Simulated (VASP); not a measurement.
Crystal: Bi4C.

```xyz
5
Lattice="5.1924 0.0000 0.0000 0.0000 5.1924 0.0000 0.0000 0.0000 5.1924" Properties=species:S:1:pos:R:3 pbc="T T T"
Bi    0.0000    0.0000    0.0000
Bi    2.5962    2.5962    0.0000
Bi    2.5962    0.0000    2.5962
Bi    0.0000    2.5962    2.5962
C     2.5962    2.5962    2.5962
```

The cell was built from a structure type or drawn by symmetry, and may not be a known phase.

| Quantity | Value |
| --- | --- |
| Program | VASP 6.6.1 |
| Task | relaxation of cell and atoms |
| Functional | PBE |
| Potentials or basis | VASP PAW PBE potentials, release 64 (Bi_d, C) |
| Cutoff | 600 eV |
| k mesh | 8 × 8 × 8 |
| Occupations | gaussian, width 0.1 eV |
| Spin | no spin polarisation |

At the start: pressure -2.9 GPa; volume 28.00 Å³/atom.

Problem. Where does the relaxation end?

Solution. Over 3 steps the energy falls by 13.6 meV/atom and the volume is 26.58 Å³/atom (-5.1 %); space group Pm-3m (No. 221, to 0.1 Å) before and after.

The path:
| step | energy change (eV) | largest force (eV/Å) | pressure (GPa) | volume (Å³) |
| --- | --- | --- | --- | --- |
| 1 | 0.0000 | 0.0000 | -2.93 | 139.99 |
| 2 | -0.0542 | 0.0000 | 1.50 | 129.88 |
| 3 | -0.0678 | 0.0000 | -0.01 | 132.88 |

Final structure:
```
CELL_PARAMETERS angstrom
5.10296 0.00000 0.00000
0.00000 5.10296 0.00000
0.00000 0.00000 5.10296
ATOMIC_POSITIONS crystal
Bi 0.00000 0.00000 0.00000
Bi 0.50000 0.50000 0.00000
Bi 0.50000 0.00000 0.50000
Bi 0.00000 0.50000 0.50000
C 0.50000 0.50000 0.50000
```
